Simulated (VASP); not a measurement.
Set up this calculation in VASP 6.6.1, as the native input.

| Property | Result |
| --- | --- |
| Task | single point |
| Functional | PBE |
| Potentials or basis | VASP PAW PBE potentials, release 64 (Re_sv_GW) |
| Cutoff | 560 eV |
| k mesh | 10 × 10 × 10 |
| Occupations | gaussian, width 0.15 eV |
| Spin | no spin polarisation |
| Dipole correction | no |
| Further INCAR settings | ALGO = Normal; EDIFF = 1e-06; NBANDS = 14 |

The structure of Re lies in POSCAR:

```
Re
1.0
    0.0000000000      2.1556881593      1.6663469472
    2.1556881593      0.0000000000      1.6663469472
    2.1556881593      2.1556881593      0.0000000000
Re
1
Direct
    0.0000000000      0.0000000000      0.0000000000
```

One way to write it, as run:

INCAR

```
SYSTEM = Re
ALGO = Normal
EDIFF = 1E-6
ENCUT = 560
GGA = PE
GGA_COMPAT = .FALSE.
ISIF = 2
ISMEAR = 0
LASPH = .TRUE.
LCHARG = .FALSE.
LREAL = .FALSE.
LWAVE = .FALSE.
NBANDS = 14
NELM = 120
PREC = Accurate
SIGMA = 0.15
```

KPOINTS

```
k-points
0
G
  10 10 10
  0 0 0
```

Potentials or basis: VASP PAW PBE potentials, release 64 (Re_sv_GW).

The run is started by

```console
$ cat potpaw_PBE.64/Re_sv_GW/POTCAR > POTCAR
$ mpirun -np 1 vasp_std > vasp.out
```

Results of the run:

```yaml
Pressure: -9.6 GPa
Band_gap_on_the_k_mesh: zero (an odd number of electrons rules out a gap without spin polarisation)
```

Caveat: the cell stands under tension; spin-orbit coupling is left out, which moves the levels of the heavy elements.

Wall time 18 s on 1 thread of Intel(R) Xeon(R) Platinum 8375C CPU @ 2.90GHz (Ice Lake) (shared host), peak memory 0.16 GiB.
